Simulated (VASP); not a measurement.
# MgO: single point with r2SCAN

The system is MgO.

```
Mg O
1.0
     0.00000    1.99811    2.17520
     1.99811    0.00000    2.17520
     1.99811    1.99811    0.00000
Mg O
1 1
Direct
  0.00000 0.00000 0.00000
  0.50000 0.50000 0.50000
```

This cell differs from its parent crystal: epitaxial xy strain -5.0%.

```json
{"Program": "VASP 6.6.1", "Task": "single point", "Functional": "r2SCAN", "Potentials or basis": "VASP PAW PBE potentials, release 64 (Mg_sv, O)", "Cutoff": "750 eV", "k mesh": "10 × 10 × 10", "Occupations": "gaussian, width 0.01 eV", "Spin": "no spin polarisation", "Dipole correction": "no", "Mended": "yes", "Further INCAR settings": "ALGO = Normal; EDIFF = 1e-06; NBANDS = 15"}
```

* Pressure: 15.6 GPa
* Band gap on the k mesh: 6.27 eV

Stress tensor (GPa, compression positive):
```
23.66  0.00  0.00
 0.00 23.66  0.00
 0.00  0.00 -0.55
```

Levels at points of the mesh, in eV from the valence-band top:
```tsv
k point	band 5	band 6	band 7	band 8	band 9	band 10	band 11	band 12
(0.00, 0.00, 0.00)	-18.65	-0.11	-0.11	0.00	6.27	16.67	17.64	17.64
(0.50, 0.00, 0.00)	-17.16	-5.00	-0.96	-0.73	9.19	14.57	17.45	19.33
(0.50, 0.50, 0.00)	-17.14	-4.65	-1.27	-1.27	10.73	12.20	14.31	22.28
(0.50, 0.00, 0.50)	-16.87	-4.32	-1.93	-1.39	9.84	11.89	15.44	20.36
```

Run time: 3 min on 1 thread of AMD EPYC 7R43 64-Core Processor (Zen 3), on a shared host, peak memory 0.16 GiB.

Caveat: the cell differs from its parent crystal (epitaxial xy strain -5.0%); the cell stands under pressure; the PAW data sets were made with another functional, which shifts forces and pressure a little.
